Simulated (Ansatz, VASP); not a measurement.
# HfMoC2: VASP beside Ansatz

The input POSCAR:

```
HfMoC2
1.0
    3.1262736378      0.0000000000      0.0000000000
    0.0000000000      3.1262736378      0.0000000000
    0.0000000000      0.0000000000      4.3936043497
Hf Mo C
1 1 2
Direct
    0.0000000000      0.0000000000      0.0000000000
    0.5000000000      0.5000000000      0.5000000000
    0.5000000000      0.5000000000      0.0000000000
    0.0000000000      0.0000000000      0.5000000000
```

File INCAR.step1:

```
ALGO = Normal ; EDIFF = 1E-4
ENCUT = 520 ; GGA = PE
ISMEAR = -1 ; LASPH = T
LCHARG = F ; LREAL = F
LWAVE = T ; NBANDS = 24
NELM = 60 ; PREC = Accurate
SIGMA = 0.05
```

The input INCAR.step2:

```
ALGO = Normal ; EDIFF = 1E-7
ENCUT = 520 ; ISIF = 2
ISMEAR = -1 ; ISTART = 1
LASPH = T ; LCHARG = F
LMIXTAU = T ; LREAL = F
LWAVE = F ; METAGGA = R2SCAN
NBANDS = 24 ; NELM = 60
PREC = Accurate ; SIGMA = 0.05
```

KPOINTS

```
k-points
0
Gamma
  8 8 6
```

input.yaml

```yaml
crystal:
  lattice:
    - [3.1262736378, 0.0, 0.0]
    - [0.0, 3.1262736378, 0.0]
    - [0.0, 0.0, 4.3936043497]
  atoms:
    - { symbol: Hf, position: [0.0, 0.0, 0.0] }
    - { symbol: Mo, position: [0.5, 0.5, 0.5] }
    - { symbol: C, position: [0.5, 0.5, 0.0] }
    - { symbol: C, position: [0.0, 0.0, 0.5] }
hamiltonian:
  xc: r2scan
  pseudopotentials: { kind: paw }
kpoints:
  mp_grid: { grid: [8, 8, 6] }
scf:
  occupations: { method: fermi_dirac, width: 0.05 }
output:
  forces: true
  stress: true
  eigenvalues: true
```

Alike in both runs: task single point; functional r2SCAN; k mesh 8 × 8 × 6; occupations fermi-dirac, width 0.05 eV; no spin polarisation.

|  | VASP | Ansatz |
| --- | --- | --- |
| version | VASP 6.6.1 | Ansatz 0.2.0 |
| potentials or method | VASP PAW PBE potentials, release 64 (Hf_pv, Mo_sv, C) | Ansatz PAW |
| plane-wave cutoff (eV) | 520 | 500 |
| valence electrons in the cell | 32 | 48 |

```tsv
	VASP	Ansatz	Ansatz less VASP
gap on the k mesh at the Fermi level (eV)	none	none	-
pressure (GPa)	16.7	16.3	-0.31
traceless stress, the component that is largest in VASP (GPa)	-3.28	-3.30	-0.017
```

VASP's potentials were made for PBE, not for r2SCAN. A gap of «none» marks a metal or a gap that the smearing closes. VASP's potentials hold 32 valence electrons a cell and Ansatz's 48, so a difference there can come from the potentials and not from the codes.

Spin-orbit coupling is off throughout.
